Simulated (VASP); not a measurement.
# Pt (Fm-3m) in VASP: a series of runs

Runs on Pt. Level: LDA. Tasks: single point.

All numbers are computed with VASP 6.6.1; they aren't measurements. Logs are shortened: lines on timing, memory, paths and dates and some standing lists are left out, and cuts for length are marked.

### 1 The cell of the first run

Symmetry: Fm-3m, No. 225, cubic system. Conventional cell: a = 3.895 Å, b = 3.895 Å, c = 3.895 Å, α = 90.00°, β = 90.00°, γ = 90.00°. Within 3.6 Å of Pt (site symmetry m-3m) lie 12 Pt at 2.75 Å.

### 2 Single point, LDA

INCAR reads:

```
PREC = Accurate
ENCUT = 520
EDIFF = 1E-7
ISMEAR = -1
SIGMA = 0.1
LREAL = F
LASPH = T
NELM = 60
ALGO = Normal
ISIF = 2
LWAVE = F
LCHARG = F
NBANDS = 11
```

KPOINTS reads:

```
regular mesh
0
Gamma
  23 23 23
```

POSCAR reads:

```
Pt
1.0
    0.0000000000      1.9474302061      1.9474302061
    1.9474302061      0.0000000000      1.9474302061
    1.9474302061      1.9474302061      0.0000000000
Pt
1
Direct
    0.0000000000      0.0000000000      0.0000000000
```

Potentials or basis: VASP PAW LDA potentials, release 64 (Pt).

Launch:

```sh
$ cat potpaw_LDA.64/Pt/POTCAR > POTCAR
$ mpirun -np 1 vasp_std > vasp.out
```

OUTCAR:

```text
PREC = Accurate
   ENCUT = 520
   EDIFF = 1E-7
   ISMEAR = -1
   LREAL = F
   LASPH = T
   NELM = 60
   ISIF = 2

 ion  position               nearest neighbor table
   1  0.000  0.000  0.000-

  LATTYP: Found a face centered cubic cell.
 ALAT       =     3.8948604122

  Lattice vectors:

 A1 = (   0.0000000000,   1.9474302061,   1.9474302061)
 A2 = (   1.9474302061,   0.0000000000,   1.9474302061)
 A3 = (   1.9474302061,   1.9474302061,   0.0000000000)

Analysis of symmetry for initial positions (statically):
=====================================================================
 Subroutine PRICEL returns:
 Original cell was already a primitive cell.

 Routine SETGRP: Setting up the symmetry group for a
 face centered cubic supercell.

 Subroutine GETGRP returns: Found 48 space group operations
 (whereof 48 operations were pure point group operations)
 out of a pool of 48 trial point group operations.

The static configuration has the point symmetry O_h .

Analysis of symmetry for dynamics (positions and initial velocities):
=====================================================================
 Subroutine PRICEL returns:
 Original cell was already a primitive cell.

 Routine SETGRP: Setting up the symmetry group for a
 face centered cubic supercell.

 Subroutine GETGRP returns: Found 48 space group operations
 (whereof 48 operations were pure point group operations)
 out of a pool of 48 trial point group operations.

The dynamic configuration has the point symmetry O_h .

 Subroutine INISYM returns: Found 48 space group operations
 (whereof 48 operations are pure point group operations),
 and found     1 'primitive' translations

----------------------------------------------------------------------------------------

                                     Primitive cell

  volume of cell :      14.7712

  direct lattice vectors                    reciprocal lattice vectors
     0.000000000  1.947430206  1.947430206    -0.256748611  0.256748611  0.256748611
     1.947430206  0.000000000  1.947430206     0.256748611 -0.256748611  0.256748611
     1.947430206  1.947430206  0.000000000     0.256748611  0.256748611 -0.256748611

  length of vectors
     2.754082209  2.754082209  2.754082209     0.444701639  0.444701639  0.444701639

  position of ions in fractional coordinates (direct lattice)
     0.000000000  0.000000000  0.000000000

[... 73 lines left out ...]
   ENCUT  =  520.0 eV  38.22 Ry    6.18 a.u.   5.12  5.12  5.12*2*pi/ulx,y,z
   NELM   =     60;   NELMIN=  2; NELMDL= -5     # of ELM steps
   EDIFF  = 0.1E-06   stopping-criterion for ELM
   LREAL  =      F    real-space projection
   EDIFFG = 0.1E-05   stopping-criterion for IOM
   NSW    =      0    number of steps for IOM
   IBRION =     -1    ionic relax: 0-MD 1-quasi-New 2-CG
   NFREE  =      0    steps in history (QN), initial steepest desc. (CG)
   ISIF   =      2    stress and relaxation
   ISYM   =      2    0-nonsym 1-usesym 2-fastsym
   POTIM  = 0.5000    time-step for ionic-motion
   TEBEG  =    0.0;   TEEND  =   0.0 temperature during run
   PSTRESS=    0.0 pullay stress
   NELECT =      10.0000    total number of electrons
   NUPDOWN=      -1.0000    fix difference up-down
   EMIN   =  10.00;   EMAX   =-10.00  energy-range for DOS
   EFERMI =   0.00;   METHOD = LEGACY
   ISMEAR =    -1;   SIGMA  =   0.10  broadening in eV -4-tet -1-fermi 0-gaus
   EFERMI_NEDOS =   21; number of points for ismear=-14 and -15
   IALGO  =     38    algorithm
   IMIX   =      4    mixing-type and parameters
     AMIX     =   0.40;   BMIX     =  1.00
     AMIX_MAG =   1.60;   BMIX_MAG =  1.00
  volume/ion in A,a.u.               =      14.77        99.68
  Fermi-wavevector in a.u.,A,eV,Ry     =   1.437484  2.716450 28.114526  2.066359
  Thomas-Fermi vector in A             =   2.556556
   LORBIT       =      0    0 simple, 1 ext, 2 COOP (PROOUT), +10 PAW based schemes
   GGA     = CA    functional components
   LHFCALC =     F    Hartree Fock is set to
   AEXX    =    0.0000 exact exchange contribution
   IVDW    =     0    specifies the selected vdW correction
   LEPSILON=     F    determine dielectric tensor
   LRPA    =     F    only Hartree local field effects (RPA)
 non-spin polarized calculation
  energy-cutoff  :      520.00
  volume of cell :       14.77
 maximum number of plane-waves:       411
   NGX = 11   NGY = 11   NGZ = 11

 number of electron      10.0000000 magnetization

 Free energy of the ion-electron system (eV)
  ---------------------------------------------------
  ext. energy  EPLUGINS =         0.00000000
  ---------------------------------------------------
  free energy    TOTEN  =        -7.53354309 eV

  energy without entropy =       -7.47978732  energy(sigma->0) =       -7.50666520

 E-fermi :  11.5594     XC(G=0): -13.8081

 val. band max:       11.5505129266   @ k =  -0.4783   0.1304   0.0435
 cond. band min:      11.5679039247   @ k =   0.4348   0.1304   0.0000
 fundamental gap:      0.0173909980
 Fermi energy:        11.5593596530

 k-point     1 :       0.0000    0.0000    0.0000
  band No.  band energies     occupation
      1       1.0676      2.00000
      2       7.6007      2.00000
      3       7.6007      2.00000
      4       7.6007      2.00000
      5       9.8679      2.00000
      6       9.8679      2.00000
      7      26.1088      0.00000
      8      31.1472      0.00000
      9      31.1472      0.00000
     10      31.1472      0.00000
     11      36.6763      0.00000
[... 309 lines left out ...]
 k-point    24 :      -0.4783    0.0435    0.0000
  band No.  band energies     occupation
      1       4.0307      2.00000
      2       7.4929      2.00000
      3       7.5946      2.00000
      4      10.4162      1.99998
      5      11.5724      0.93480
      6      12.2227      0.00263
      7      17.5299      0.00000
      8      25.8017      0.00000
      9      30.3549      0.00000
     10      30.5689      0.00000
     11      40.2365      0.00000

 [... further k-points ...]
[... 5 lines left out ...]
  --------------------------------------------------------------------------------------
  -------------------------------------------------------------------------------------
  Total        0.0819232      0.0819232      0.0819232      0.0000000     -0.0000000      0.0000000
  in kB        8.8859104      8.8859104      8.8859104      0.0000000     -0.0000000      0.0000000
  external PRESSURE =       8.8859104 kB  Pullay stress =       0.0000000 kB

 VOLUME and BASIS-vectors are now :
 -----------------------------------------------------------------------------
  energy-cutoff  :      520.00
  volume of cell :       14.77
      direct lattice vectors                 reciprocal lattice vectors
     0.000000000  1.947430206  1.947430206    -0.256748611  0.256748611  0.256748611
     1.947430206  0.000000000  1.947430206     0.256748611 -0.256748611  0.256748611
     1.947430206  1.947430206  0.000000000     0.256748611  0.256748611 -0.256748611

 POSITION                                       TOTAL-FORCE (eV/Angst)
 -----------------------------------------------------------------------------------
      0.00000      0.00000      0.00000         0.000000      0.000000      0.000000
 -----------------------------------------------------------------------------------
    total drift:                               -0.000000     -0.000000     -0.000000

  FREE ENERGIE OF THE ION-ELECTRON SYSTEM (eV)
  ---------------------------------------------------
  free  energy   TOTEN  =        -7.5335430874 eV

  energy  without entropy=       -7.4797873209  energy(sigma->0) =       -7.50666520
```

stdout:

```text
POSCAR found type information on POSCAR Pt
 POSCAR found :  1 types and       1 ions
 scaLAPACK will be used
 LDA part: xc-table for (Slater(with rela. corr.)+CA(PZ))
 , standard interpolation
 POSCAR, INCAR and KPOINTS ok, starting setup
 FFT: planning ... GRIDC
 FFT: planning ... GRID_SOFT
 FFT: planning ... GRID
 WAVECAR not read
 entering main loop
```

It took 32 s on 1 thread of AMD EPYC 7R13 (Zen 3), shared host; peak memory 0.13 GiB.

Results:

```yaml
Free_energy: -7.5335 eV
Pressure: 0.9 GPa
Band_gap_on_the_k_mesh: zero (band 5 reaches 12.04 eV, above the bottom of band 6 at 9.76 eV)
```

Levels at points of the mesh, in eV from the Fermi level:
```
           k point  band 3  band 4  band 5  band 6  band 7  band 8
(0.00, 0.00, 0.00)   -3.96   -3.96   -1.69   -1.69   14.55   19.59
```

Caveat: spin-orbit coupling is left out, which moves the levels of the heavy elements.

### 3 Single point, LDA, collinear spin, ferromagnetic start (volume scaled by 0.88)

INCAR reads:

```
  PREC = Accurate
  ENCUT = 520
  EDIFF = 1E-6
  ISMEAR = -1
  SIGMA = 0.05
  LREAL = False
  LASPH = True
  NELM = 150
  ALGO = Normal
  ISIF = 2
  LWAVE = False
  LCHARG = True
  ISPIN = 2
  MAGMOM = 1
  LORBIT = 11
  LMAXMIX = 4
  GGA = CA
  LELF = True
  LVHAR = True
  NBANDS = 15
```

KPOINTS is that of step 2.

POSCAR reads:

```
Pt
1.0
    0.0000000000      1.8654612139      1.8654612139
    1.8654612139      0.0000000000      1.8654612139
    1.8654612139      1.8654612139      0.0000000000
Pt
1
Direct
    0.0000000000      0.0000000000      0.0000000000
```

Potentials or basis: VASP PAW LDA potentials, release 64 (Pt).

Launch:

```sh
$ cat potpaw_LDA.64/Pt/POTCAR > POTCAR
$ mpirun -np 1 vasp_std > vasp.out
```

Wall time 86 s (1 thread of Intel Xeon 6975P-C, shared host); peak memory 0.21 GiB.

It converged, with:

```
Free energy                                           : -7.2304 eV
Pressure                                              : 56.7 GPa
Band gap on the k mesh                                : zero (filled and empty bands overlap)
Net moment                                            : 0.00 μB per cell
Valence electrons inside the program's atomic spheres : Pt 9.78
```

Levels at points of the mesh, in eV from the Fermi level:
Spin up:
```
           k point  band 3  band 4  band 5  band 6  band 7  band 8
(0.00, 0.00, 0.00)   -4.87   -4.87   -2.08   -2.08   14.01   19.81
```
Spin down:
| k point | band 3 | band 4 | band 5 | band 6 | band 7 | band 8 |
| --- | --- | --- | --- | --- | --- | --- |
| (0.00, 0.00, 0.00) | -4.87 | -4.87 | -2.08 | -2.08 | 14.01 | 19.81 |

Caveat: spin-orbit coupling is left out, which moves the levels of the heavy elements.

[end of part 1 of 2]
